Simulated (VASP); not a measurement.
Wanted: the native input for a VASP 6.6.1 run.

| Quantity | Value |
| --- | --- |
| Task | single point |
| Functional | PBEsol |
| Potentials or basis | VASP PAW PBE potentials, release 64 (Ru_pv, Al) |
| Cutoff | 520 eV |
| k mesh | 2 × 2 × 2 |
| Occupations | fermi-dirac, width 0.1 eV |
| Spin | no spin polarisation |
| Dipole correction | no |
| Further INCAR settings | LREAL = Auto; ALGO = Normal; EDIFF = 1e-07; NBANDS = 80 |

The structure of Al7Ru8 (a cell with a defect) lies in POSCAR:

```
Al7Ru8
1.0
    6.0601640000      0.0000000000      0.0000000000
    0.0000000000      6.0601640000      0.0000000000
    0.0000000000      0.0000000000      6.0601640000
Ru Al
8 7
Direct
    0.2501374550      0.2628351312      0.2606135742
    0.2501382801      0.2628260555      0.7365216519
    0.2501414153      0.7387384236      0.2606109340
    0.2501424054      0.7387474992      0.7365241271
    0.7501437255      0.2294794332      0.2272542459
    0.7501422404      0.2294688725      0.7698761948
    0.7501374550      0.7720926364      0.2272512757
    0.7501359699      0.7721033622      0.7698793300
    0.0330134630      0.0007847972     -0.0014280142
    0.0005998188      0.0007780317      0.4985601050
    0.0006021289      0.5007884275     -0.0014453404
   -0.2498607298      0.5007884275      0.4985733059
    0.4672663974      0.0007925528     -0.0014252090
    0.4996803717      0.0007890876      0.4985591149
    0.4996782265      0.5007810020     -0.0014428652
```

One way to write it, as run:

INCAR

```
PREC = Accurate ; ENCUT = 520
EDIFF = 1E-7 ; ISMEAR = -1
SIGMA = 0.1 ; LREAL = Auto
LASPH = T ; NELM = 80
ALGO = Normal ; ISIF = 2
LWAVE = F ; LCHARG = F
GGA = PS ; NBANDS = 80
```

KPOINTS

```
regular mesh
0
Gamma
  2 2 2
```

Potentials or basis: VASP PAW PBE potentials, release 64 (Ru_pv, Al).

Command:

```bash
$ cat potpaw_PBE.64/Ru_pv/POTCAR potpaw_PBE.64/Al/POTCAR > POTCAR
$ mpirun -np 1 vasp_std > vasp.out
```

It gave:

```
Pressure               : -10.3 GPa
Largest force          : 0.026 eV/Å
Band gap on the k mesh : zero (an odd number of electrons rules out a gap without spin polarisation)
```

Caveat: the k points lie up to 0.52 Å⁻¹ apart, too coarse for converged energies and pressures of a metal; the PAW data sets were made with another functional, which shifts forces and pressure a little.

It took 4.7 min on 1 thread of AMD EPYC 9R45 96-Core Processor (Zen 5) (shared host), peak memory 0.33 GiB.
